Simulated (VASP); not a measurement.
Wanted: the native input for a VASP 6.6.1 run.

```yaml
Task: single point
Functional: PBE
Potentials_or_basis: VASP PAW PBE potentials, release 64 (Sn_d, Sb, S)
Cutoff: 520 eV
k_mesh: 10 × 10 × 14
Occupations: gaussian, width 0.1 eV
Spin: no spin polarisation
Dipole_correction: no
Further_INCAR_settings: ALGO = Normal; EDIFF = 1e-06; NBANDS = 24
```

The structure of SnSbS2 lies in POSCAR:

```
SnSbS2
1.0
    5.2658724344      0.0000000000      0.0000000000
    0.0000000000      5.2658724344      0.0000000000
    0.0000000000      0.0000000000      3.5555633545
Sn Sb S
1 1 2
Direct
    0.5000000000      0.5000000000      0.5000000000
    0.0000000000      0.0000000000      0.0000000000
    0.0000000000      0.5000000000      0.1234916504
    0.5000000000      0.0000000000      0.8765083496
```

The cell was built from a structure type or drawn by symmetry, and may not be a known phase.

These files were run (other wordings do the same):

INCAR

```
ALGO = Normal
EDIFF = 1E-6
ENCUT = 520
GGA = PE
ISIF = 2
ISMEAR = 0
LASPH = T
LCHARG = F
LREAL = F
LWAVE = F
NBANDS = 24
NELM = 60
PREC = Accurate
SIGMA = 0.1
```

KPOINTS

```
k-points
0
Gamma
  10 10 14
```

Potentials or basis: VASP PAW PBE potentials, release 64 (Sn_d, Sb, S).

Launch:

```sh
$ cat potpaw_PBE.64/Sn_d/POTCAR potpaw_PBE.64/Sb/POTCAR potpaw_PBE.64/S/POTCAR > POTCAR
$ mpirun -np 1 vasp_std > vasp.out
```

It gave:

The pressure is -0.1 GPa and the largest force is 0.008 eV/Å. The band gap on the k mesh is zero (an odd number of electrons rules out a gap without spin polarisation).

Caveat: spin-orbit coupling is left out, which moves the levels of the heavy elements.

Wall time 2.7 min on 1 thread of AMD EPYC 9R45 96-Core Processor (Zen 5), on a shared host, peak memory 0.46 GiB.
